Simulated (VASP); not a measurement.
Write the native input for VASP 6.6.1 that does the following.

| Property | Result |
| --- | --- |
| Task | relaxation of shape and atoms at fixed volume |
| Functional | PBE |
| Potentials or basis | VASP PAW PBE potentials, release 64 (Al, N) |
| Cutoff | 600 eV |
| k mesh | 9 × 9 × 6 |
| Occupations | gaussian, width 0.02 eV |
| Spin | no spin polarisation |
| Dipole correction | no |
| Further INCAR settings | ALGO = Normal; EDIFF = 1e-06; IBRION = 2; EDIFFG = -0.01; NSW = 50; ISIF = 4 |

The structure of AlN lies in POSCAR:

```
AlN
1.0
    3.2279630792      0.0000000000      0.0000000000
   -1.6139815396      2.7954980291      0.0000000000
    0.0000000000      0.0000000000      5.1906245685
Al N
2 2
Direct
    0.3333333333      0.6666666667     -0.0004182775
    0.6666666667      0.3333333333      0.4995817225
    0.3333333333      0.6666666667      0.3804182775
    0.6666666667      0.3333333333      0.8804182775
```

The input as run:

INCAR

```
  PREC = Accurate
  ENCUT = 600
  EDIFF = 1E-6
  ISMEAR = 0
  SIGMA = 0.02
  LREAL = F
  LASPH = T
  NELM = 100
  ALGO = Normal
  ISIF = 4
  LWAVE = F
  LCHARG = F
  GGA = PE
  IBRION = 2
  NSW = 50
  EDIFFG = -0.01
```

KPOINTS

```
Automatic mesh
0
Gamma
  9 9 6
```

Potentials or basis: VASP PAW PBE potentials, release 64 (Al, N).

The run is started by

```sh
$ cat potpaw_PBE.64/Al/POTCAR potpaw_PBE.64/N/POTCAR > POTCAR
$ mpirun -np 1 vasp_std > vasp.out
```

Results of the run:

```json
{"Energy gained by relaxing": "0.0 meV/atom", "Ionic steps": "2", "Pressure after relaxing": "-15.6 GPa", "Largest force after relaxing": "0.009 eV/Å", "Band gap on the k mesh": "3.26 eV"}
```

It took 28 s on 1 thread of Intel(R) Xeon(R) Platinum 8488C (Sapphire Rapids) (shared host), peak memory 0.18 GiB.
